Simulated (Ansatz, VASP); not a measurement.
**One calculation of CuAs3, two programs**

Contents of INCAR:

```
SYSTEM = CuAs3
  ALGO = Normal
  EDIFF = 1E-6
  ENCUT = 520
  GGA = PE
  ISIF = 2
  ISMEAR = -1
  LASPH = .True.
  LCHARG = .False.
  LREAL = .False.
  LWAVE = .False.
  NBANDS = 21
  NELM = 100
  PREC = Accurate
  SIGMA = 0.05
```

Contents of KPOINTS:

```
k-points
0
Gamma
  6 6 6
  0 0 0
```

POSCAR

```
CuAs3
1.0
    0.0000000000      3.7534649582      3.7534649582
    3.7534649582      0.0000000000      3.7534649582
    3.7534649582      3.7534649582      0.0000000000
Cu As
1 3
Direct
    0.0000000000      0.0000000000      0.0000000000
    0.2500000000      0.2500000000      0.2500000000
    0.7500000000      0.7500000000      0.7500000000
    0.5000000000      0.5000000000      0.5000000000
```

File input.yaml:

```yaml
crystal:
  lattice:
    - [0.0, 3.7534649582, 3.7534649582]
    - [3.7534649582, 0.0, 3.7534649582]
    - [3.7534649582, 3.7534649582, 0.0]
  atoms:
    - { symbol: Cu, position: [0.0, 0.0, 0.0] }
    - { symbol: As, position: [0.25, 0.25, 0.25] }
    - { symbol: As, position: [0.75, 0.75, 0.75] }
    - { symbol: As, position: [0.5, 0.5, 0.5] }
kpoints:
  mp_grid: { grid: [6, 6, 6] }
scf:
  occupations: { method: fermi_dirac, width: 0.05 }
hamiltonian:
  xc: pbe
  pseudopotentials: { kind: all_electron, lapw: { basis_error: 0.001 } }
output:
  forces: true
  stress: true
  eigenvalues: true
```

Change from the starting cell: volume scaled by 0.94.

Alike in both runs: task single point; functional PBE; k mesh 6 × 6 × 6; occupations fermi-dirac, width 0.05 eV; no spin polarisation.

|  | VASP | Ansatz |
| --- | --- | --- |
| version | VASP 6.6.1 | Ansatz 0.2.0 |
| potentials or method | VASP PAW PBE potentials, release 64 (Cu, As), cutoff 520 eV | all-electron LAPW, scalar-relativistic |

|  | VASP | Ansatz | Ansatz less VASP |
| --- | --- | --- | --- |
| gap on the k mesh at the Fermi level (eV) | none | none | - |
| pressure (GPa) | -13.7 | -13.7 | +0.02 |

A gap of «none» marks a metal or a gap that the smearing closes. Ansatz ran all-electron here, and VASP with PAW potentials.
